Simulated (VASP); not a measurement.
Write the native input for VASP 6.6.1 that does the following.

```
Task                   : relaxation of cell and atoms
Functional             : PBEsol
Potentials or basis    : VASP PAW PBE potentials, release 64 (Mg, S)
Cutoff                 : 600 eV
k mesh                 : 6 × 6 × 6
Occupations            : gaussian, width 0.02 eV
Spin                   : no spin polarisation
Dipole correction      : no
Further INCAR settings : ALGO = Normal; EDIFF = 1e-07; IBRION = 2; EDIFFG = -0.002; NSW = 100; ISIF = 3
```

The structure of MgS (sol) lies in POSCAR:

```
MgS
1.0
    0.0000000000      2.6000000000      2.6000000000
    2.6000000000      0.0000000000      2.6000000000
    2.6000000000      2.6000000000      0.0000000000
Mg S
1 1
Direct
    0.0000000000      0.0000000000      0.0000000000
    0.5000000000      0.5000000000      0.5000000000
```

One way to write it, as run:

INCAR

```
  ALGO = Normal
  EDIFF = 1E-7
  EDIFFG = -0.002
  ENCUT = 600
  GGA = PS
  IBRION = 2
  ISIF = 3
  ISMEAR = 0
  LASPH = T
  LCHARG = F
  LREAL = F
  LWAVE = F
  NELM = 60
  NSW = 100
  PREC = Accurate
  SIGMA = 0.02
```

KPOINTS

```
k-points
0
Gamma
  6 6 6
```

Potentials or basis: VASP PAW PBE potentials, release 64 (Mg, S).

The run is started by

```bash
$ cat potpaw_PBE.64/Mg/POTCAR potpaw_PBE.64/S/POTCAR > POTCAR
$ mpirun -np 1 vasp_std > vasp.out
```

It gave:

```json
{
  "Relaxed volume": "17.36 Å³/atom",
  "Relaxed cell": "a = 3.662 Å, b = 3.662 Å, c = 3.662 Å, α = 60.00°, β = 60.00°, γ = 60.00°",
  "Space group after relaxing (to 0.05 Å)": "Fm-3m (No. 225)",
  "Energy gained by relaxing": "0.6 meV/atom",
  "Ionic steps": "3",
  "Pressure after relaxing": "0.0 GPa",
  "Band gap on the k mesh": "2.73 eV, indirect (least direct gap 3.70 eV)"
}
```

Caveat: the PAW data sets were made with another functional, which shifts forces and pressure a little.

Run time: 8.2 s on 1 thread of Intel(R) Xeon(R) 6975P-C (Granite Rapids), on a shared host, peak memory 0.16 GiB.
